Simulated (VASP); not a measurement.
Input of a VASP 6.6.1 run:

Contents of POSCAR:

```
TiRe
1.0
    3.1180000000      0.0000000000      0.0000000000
    0.0000000000      3.1180000000      0.0000000000
    0.0000000000      0.0000000000      3.1180000000
Ti Re
1 1
Direct
    0.5000000000      0.5000000000      0.5000000000
    0.0000000000      0.0000000000      0.0000000000
```

File INCAR.step1:

```
SYSTEM = TiRe
PREC = Accurate
ENCUT = 600
ISMEAR = 0
SIGMA = 0.1
LREAL = .False.
LASPH = .True.
NELM = 80
GGA = PE
ALGO = Normal
EDIFF = 1E-4
LWAVE = .True.
LCHARG = .False.
```

The input INCAR.step2:

```
SYSTEM = TiRe
PREC = Accurate
ENCUT = 600
EDIFF = 1E-6
ISMEAR = 0
SIGMA = 0.1
LREAL = .False.
LASPH = .True.
NELM = 80
ALGO = Normal
ISIF = 3
LWAVE = .False.
LCHARG = .False.
METAGGA = R2SCAN
LMIXTAU = .True.
IBRION = 2
NSW = 100
EDIFFG = -0.005
ISTART = 1
```

The input KPOINTS:

```
regular mesh
0
Gamma
  14 14 14
  0 0 0
```

Potentials or basis: VASP PAW PBE potentials, release 64 (Ti_sv, Re).

Launch:

```console
$ cat potpaw_PBE.64/Ti_sv/POTCAR potpaw_PBE.64/Re/POTCAR > POTCAR
$ cp INCAR.step1 INCAR
$ mpirun -np 1 vasp_std > vasp.out
$ cp INCAR.step2 INCAR
$ mpirun -np 1 vasp_std > vasp.out
```

Problem. Estimate the relaxed volume.

Solution. 14.99 Å³/atom.

Problem. Estimate the relaxed cell.

Solution. a = 3.106 Å, b = 3.106 Å, c = 3.106 Å, α = 90.00°, β = 90.00°, γ = 90.00°.

Problem. What does it give for the space group after relaxing (to 0.05 Å)?

Solution. Pm-3m (No. 221).

Final structure:
```
CELL_PARAMETERS angstrom
3.10637 0.00000 0.00000
0.00000 3.10637 0.00000
0.00000 0.00000 3.10637
ATOMIC_POSITIONS crystal
Ti 0.50000 0.50000 0.50000
Re 0.00000 0.00000 0.00000
```

Caveat: the PAW data sets were made with another functional, which shifts forces and pressure a little.
